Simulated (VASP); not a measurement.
## PbO: single point with PBEsol

PbO:

```
Pb O
1.0
    10.56841    0.00000    0.00000
     0.00000    2.82446    2.90085
     0.00000   -2.82446    2.90085
Pb O
2 2
Direct
  0.62637 0.25867 0.75867
  0.37363 0.75867 0.25867
  0.61660 0.76233 0.26233
  0.38340 0.26233 0.76233
```

This cell differs from its parent crystal: S replaced by O, lengths x 0.907, strained.

```yaml
Program: VASP 6.6.1
Task: single point
Functional: PBEsol
Potentials_or_basis: VASP PAW PBE potentials, release 64 (Pb_d, O)
Cutoff: 520 eV
k_mesh: 4 × 8 × 8
Occupations: gaussian, width 0.02 eV
Spin: no spin polarisation
Dipole_correction: no
Further_INCAR_settings: ALGO = Normal; EDIFF = 1e-07; NBANDS = 28
```

```json
{
 "Pressure": "-8.3 GPa",
 "Largest force": "1.548 eV/Å",
 "Band gap on the k mesh": "1.43 eV, indirect (the least direct gap lies 0.6 meV higher)"
}
```

Forces in eV/Å, atoms in the order of the input:
```
Pb  -1.537  0.000 -0.046
Pb   1.537  0.000 -0.046
O   -1.547  0.000  0.046
O    1.547  0.000  0.046
```

Stress tensor (GPa, compression positive):
```
-7.40  0.00  0.00
 0.00 -8.79  0.00
 0.00  0.00 -8.56
```

Levels at points of the mesh, in eV from the valence-band top:
```tsv
k point	band 18	band 19	band 20	band 21	band 22	band 23
(0.00, 0.00, 0.00)	-0.95	-0.81	-0.27	3.00	3.11	5.01
(0.50, 0.00, 0.00)	-0.95	-0.81	-0.27	2.62	3.37	5.55
(0.00, 0.50, 0.00)	-0.66	0.00	0.00	1.43	1.43	3.91
(0.50, 0.50, 0.00)	-0.66	0.00	0.00	1.43	1.43	3.94
(0.00, 0.50, 0.50)	-1.72	-0.92	-0.81	4.06	4.19	4.23
(0.50, 0.50, 0.50)	-1.72	-0.92	-0.81	4.06	4.17	4.22
```

Run time: 2.3 min on 1 thread of AMD EPYC 9R45 96-Core Processor (Zen 5) (shared host), peak memory 0.38 GiB.

Caveat: the cell differs from its parent crystal (S replaced by O, lengths x 0.907, strained); the PAW data sets were made with another functional, which shifts forces and pressure a little; spin-orbit coupling is left out, which moves the levels of the heavy elements. A k mesh can miss the band edges.
